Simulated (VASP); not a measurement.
A run of VASP 6.6.1 is set up as follows.

POSCAR

```
Hg
1.0
    5.4359531858      0.0000000000      0.0000000000
   -2.7179765929      4.7076735527      0.0000000000
    0.0000000000      0.0000000000      3.1536039543
Hg
3
Direct
    0.3333333333      0.6666666667      0.5000000000
    0.6666666667      0.3333333333      0.5000000000
    0.0000000000      0.0000000000      0.0000000000
```

Contents of INCAR.step1:

```
SYSTEM = Hg
PREC = Accurate
ENCUT = 520
ISMEAR = 1
SIGMA = 0.1
LREAL = .False.
LASPH = .True.
NELM = 80
NBANDS = 25
GGA = PE
ALGO = Normal
EDIFF = 1E-4
LWAVE = .True.
LCHARG = .False.
```

Contents of INCAR.step2:

```
SYSTEM = Hg
PREC = Accurate
ENCUT = 520
EDIFF = 1E-7
ISMEAR = 1
SIGMA = 0.1
LREAL = .False.
LASPH = .True.
NELM = 80
ALGO = Normal
ISIF = 2
LWAVE = .False.
LCHARG = .True.
METAGGA = R2SCAN
LMIXTAU = .True.
LELF = .True.
LVHAR = .True.
NBANDS = 25
ISTART = 1
```

KPOINTS

```
Automatic mesh
0
Gamma
  7 7 9
  0 0 0
```

Potentials or basis: VASP PAW PBE potentials, release 64 (Hg).

Launch:

```console
$ cat potpaw_PBE.64/Hg/POTCAR > POTCAR
$ cp INCAR.step1 INCAR
$ mpirun -np 1 vasp_std > vasp.out
$ cp INCAR.step2 INCAR
$ mpirun -np 1 vasp_std > vasp.out
```

**Question.** Estimate the band gap on the k mesh.

**Answer.** Zero (bands 18 and 19 overlap by 2.51 eV).

**Question.** Predict the pressure.

**Answer.** 0.2 GPa.

Caveat: the PAW data sets were made with another functional, which shifts forces and pressure a little; spin-orbit coupling is left out, which moves the levels of the heavy elements.
